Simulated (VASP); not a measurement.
Wanted: the native input for a VASP 6.6.1 run.

```yaml
Task: single point
Functional: PBEsol
Potentials_or_basis: VASP PAW PBE potentials, release 64 (V_sv)
Cutoff: 520 eV
k_mesh: 19 × 19 × 19
Occupations: fermi-dirac, width 0.03 eV
Spin: collinear spin, ferromagnetic start
Starting_moments: "[1.5] μB"
Dipole_correction: no
Further_INCAR_settings: ALGO = Normal; EDIFF = 1e-07; NBANDS = 16
```

The structure of V lies in POSCAR:

```
V
1.0
   -1.5230201596      1.5230201596      1.5230201596
    1.5230201596     -1.5230201596      1.5230201596
    1.5230201596      1.5230201596     -1.5230201596
V
1
Direct
    0.0000000000      0.0000000000      0.0000000000
```

One way to write it, as run:

INCAR

```
  PREC = Accurate
  ENCUT = 520
  EDIFF = 1E-7
  ISMEAR = -1
  SIGMA = 0.03
  LREAL = False
  LASPH = True
  NELM = 150
  ALGO = Normal
  ISIF = 2
  LWAVE = False
  LCHARG = False
  ISPIN = 2
  MAGMOM = 1.5
  LORBIT = 11
  LMAXMIX = 4
  GGA = PS
  NBANDS = 16
```

KPOINTS

```
Automatic mesh
0
Gamma
  19 19 19
```

Potentials or basis: VASP PAW PBE potentials, release 64 (V_sv).

Run with:

```bash
$ cat potpaw_PBE.64/V_sv/POTCAR > POTCAR
$ mpirun -np 1 vasp_std > vasp.out
```

Results of the run:

| Quantity | Value |
| --- | --- |
| Pressure | -14.5 GPa |
| Net moment | 0.00 μB per cell |
| Valence electrons inside the program's atomic spheres | V 11.58 |

Caveat: the cell stands under tension; the moments typed at the start vanished in this run; the PAW data sets were made with another functional, which shifts forces and pressure a little.

Wall time 2 min on 1 thread of Intel Xeon 8259CL (shared host), peak memory 0.19 GiB.
